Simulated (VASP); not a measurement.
Here is a VASP 6.6.1 calculation.

File INCAR:

```
ALGO     = Normal         # electronic algorithm
EDIFF    = 1E-6           # SCF threshold, eV
EDIFFG   = -0.01          # ionic threshold
ENCUT    = 600            # plane-wave cutoff, eV
GGA      = PE             # functional
IBRION   = 2              # ionic algorithm
ISIF     = 4              # what is computed and relaxed
ISMEAR   = 0              # smearing method
LASPH    = True           # aspherical terms in the spheres
LCHARG   = False          # write CHGCAR
LREAL    = False          # projectors in reciprocal space
LWAVE    = False          # write WAVECAR
NELM     = 80             # most SCF steps
NSW      = 50             # ionic steps
PREC     = Accurate       # precision mode
SIGMA    = 0.01           # smearing width, eV
```

Contents of KPOINTS:

```
k-points
0
Gamma
  12 12 2
```

The input POSCAR:

```
Al2As5
1.0
    4.0038485282      0.0000000000      0.0000000000
   -2.0019242641      3.4674345383      0.0000000000
    0.0000000000      0.0000000000     23.9508861744
Al As
4 10
Direct
    0.0000000000      0.0000000000      0.4244659378
    0.6666666667      0.3333333333      0.2833202514
    0.3333333333      0.6666666667      0.1420324297
    0.0000000000      0.0000000000      0.0007377095
    0.3333333333      0.6666666667      0.4631478686
    0.0000000000      0.0000000000      0.3187697751
    0.6666666667      0.3333333333      0.1775339056
    0.3333333333      0.6666666667      0.0361424183
    0.0000000000      0.0000000000      0.8941193319
    0.3333333333      0.6666666667      0.8431675527
    0.3333333333      0.6666666667      0.6934039172
    0.6666666667      0.3333333333      0.7467443239
    0.6666666667      0.3333333333      0.5544470937
    0.0000000000      0.0000000000      0.6074674847
```

Potentials or basis: VASP PAW PBE potentials, release 64 (Al, As).

Launch:

```bash
$ cat potpaw_PBE.64/Al/POTCAR potpaw_PBE.64/As/POTCAR > POTCAR
$ mpirun -np 1 vasp_std > vasp.out
```

**Question.** Predict the band gap on the k mesh.

**Answer.** Zero (bands 31 and 32 overlap by 0.15 eV).

Step by step:
```
step  energy change (eV)  largest force (eV/Å)  pressure (GPa)  volume (Å³)
   1              0.0000                0.1195           -1.72       332.51
   2             -0.0034                0.0819           -1.63       332.51
   3             -0.0046                0.0699           -1.54       332.51
   4             -0.0056                0.0536           -1.51       332.51
   5             -0.0059                0.0481           -1.48       332.51
   6             -0.0067                0.0439           -1.46       332.51
   7             -0.0079                0.0563           -1.40       332.51
   8             -0.0079                0.0596           -1.39       332.51
   9             -0.0091                0.0382           -1.37       332.51
  10             -0.0102                0.0645           -1.32       332.51
  11             -0.0109                0.0558           -1.30       332.51
  12             -0.0125                0.0400           -1.24       332.51
  13             -0.0127                0.0668           -1.13       332.51
  14             -0.0130                0.0452           -1.19       332.51
  15             -0.0139                0.0307           -1.15       332.51
  16             -0.0140                0.0342           -1.13       332.51
  17             -0.0140                0.0359           -1.13       332.51
  18             -0.0143                0.0280           -1.12       332.51
  19             -0.0143                0.0261           -1.11       332.51
  20             -0.0145                0.0192           -1.10       332.51
  21             -0.0146                0.0171           -1.09       332.51
  22             -0.0146                0.0122           -1.10       332.51
  23             -0.0146                0.0125           -1.10       332.51
  24             -0.0147                0.0072           -1.10       332.51
```

Caveat: semilocal functionals underestimate gaps, and a narrow one can read as zero.
